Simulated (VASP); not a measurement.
Wanted: the native input for a VASP 6.6.1 run.

```yaml
Task: single point
Functional: PBEsol
Potentials_or_basis: VASP PAW PBE potentials, release 64 (Rh_pv, C)
Cutoff: 520 eV
k_mesh: 12 × 12 × 12
Occupations: methfessel-paxton, width 0.001 eV
Spin: no spin polarisation
Dipole_correction: no
Further_INCAR_settings: ALGO = Normal; EDIFF = 1e-06; NBANDS = 18
```

The structure of RhC2 lies in POSCAR:

```
RhC2
1.0
    0.0000000000      2.4412493123      2.4412493123
    2.4412493123      0.0000000000      2.4412493123
    2.4412493123      2.4412493123      0.0000000000
Rh C
1 2
Direct
    0.0000000000      0.0000000000      0.0000000000
    0.2500000000      0.2500000000      0.2500000000
    0.7500000000      0.7500000000      0.7500000000
```

The input as run:

INCAR

```
ALGO     = Normal         # electronic algorithm
EDIFF    = 1E-6           # SCF threshold, eV
ENCUT    = 520            # plane-wave cutoff, eV
GGA      = PS             # functional
ISIF     = 2              # what is computed and relaxed
ISMEAR   = 1              # smearing method
LASPH    = T              # aspherical terms in the spheres
LCHARG   = F              # write CHGCAR
LREAL    = F              # projectors in reciprocal space
LWAVE    = F              # write WAVECAR
NBANDS   = 18             # bands
NELM     = 80             # most SCF steps
PREC     = Accurate       # precision mode
SIGMA    = 0.001          # smearing width, eV
```

KPOINTS

```
k-points
0
Gamma
  12 12 12
```

Potentials or basis: VASP PAW PBE potentials, release 64 (Rh_pv, C).

Command:

```sh
$ cat potpaw_PBE.64/Rh_pv/POTCAR potpaw_PBE.64/C/POTCAR > POTCAR
$ mpirun -np 1 vasp_std > vasp.out
```

It gave:

```json
{
 "Pressure": "-0.3 GPa",
 "Band gap on the k mesh": "zero (an odd number of electrons rules out a gap without spin polarisation)"
}
```

Caveat: the PAW data sets were made with another functional, which shifts forces and pressure a little.

Run time: 20 s on 1 thread of Intel(R) Xeon(R) 6975P-C (Granite Rapids), on a shared host, peak memory 0.18 GiB.
